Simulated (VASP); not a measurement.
PbI2: single point with r2SCAN

PbI2:

```
CELL_PARAMETERS angstrom
4.56387 0.00000 0.00000
-2.28193 3.95242 0.00000
0.00000 0.00000 7.04671
ATOMIC_POSITIONS crystal
Pb 0.00000 0.00000 0.00000
I 0.66667 0.33333 0.73325
I 0.33333 0.66667 0.26675
```

| Item | Value |
| --- | --- |
| Program | VASP 6.6.1 |
| Task | single point |
| Functional | r2SCAN |
| Potentials or basis | VASP PAW PBE potentials, release 64 (Pb_d, I) |
| Cutoff | 550 eV |
| k mesh | 6 × 6 × 4 |
| Occupations | gaussian, width 0.01 eV |
| Spin | no spin polarisation |

The pressure is 0.7 GPa. The largest force is 0.005 eV/Å and the band gap on the k mesh is 2.62 eV.

Forces on the atoms (eV/Å):
```
Pb   0.000  0.000  0.000
I    0.000  0.000  0.005
I    0.000  0.000 -0.005
```

Levels at points of the mesh, in eV from the valence-band top:
```
           k point  band 11  band 12  band 13  band 14  band 15  band 16  band 17  band 18
(0.00, 0.00, 0.00)    -1.05    -0.97    -0.97    -0.78     2.85     3.65     3.65     6.93
(0.50, 0.00, 0.00)    -2.11    -1.64    -0.84    -0.42     3.22     3.96     4.99     5.44
(0.00, 0.00, 0.50)    -1.19    -0.80    -0.80     0.00     2.62     3.47     3.47     6.85
(0.50, 0.00, 0.50)    -1.77    -1.39    -1.20    -0.74     3.53     4.03     4.41     6.18
```

It took 7.1 min on 1 thread of AMD EPYC 9755 128-Core Processor, with other jobs on the host, peak memory 0.27 GiB.

Caveat: the PAW data sets were made with another functional, which shifts forces and pressure a little; spin-orbit coupling is left out, which moves the levels of the heavy elements. A k mesh can miss the band edges.
